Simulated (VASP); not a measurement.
Runs of VASP 6.6.1 on SiC (Moissanite 3C). The structure is that of space group F-43m (No. 216), or close to it. The cells are those of the table. 

```tsv
task	cell	cutoff (eV)	gap on the mesh (eV)	pressure (GPa)
single point	a = 3.097 Å, angles 60.0°, 2 atoms	520	1.37	0.0
relaxation of cell and atoms	relaxed to 2 GPa from a = 3.082 Å, angles 60.0°, 2 atoms	600	1.36	2.0
single point	a = 3.061 Å, angles 60.0°, 2 atoms	520	1.34	7.9
relaxation of cell and atoms	relaxed from a = 3.082 Å, angles 60.0°, 2 atoms	600	1.37	0.0
single point	a = 3.070 Å, angles 60.0°, 2 atoms	520	1.34	(a)
```

Alike in all rows: level PBE; potentials or basis VASP PAW PBE potentials, release 64 (Si, C); no spin polarisation; k mesh 8 × 8 × 8; smearing gaussian 0.01 eV.

Question: Estimate the missing entries.

Answer: (a) 5.9.

Caveats: the cell is relaxed towards a set pressure, so the enthalpy falls and the energy may rise (some runs).

A k mesh can miss the band edges.
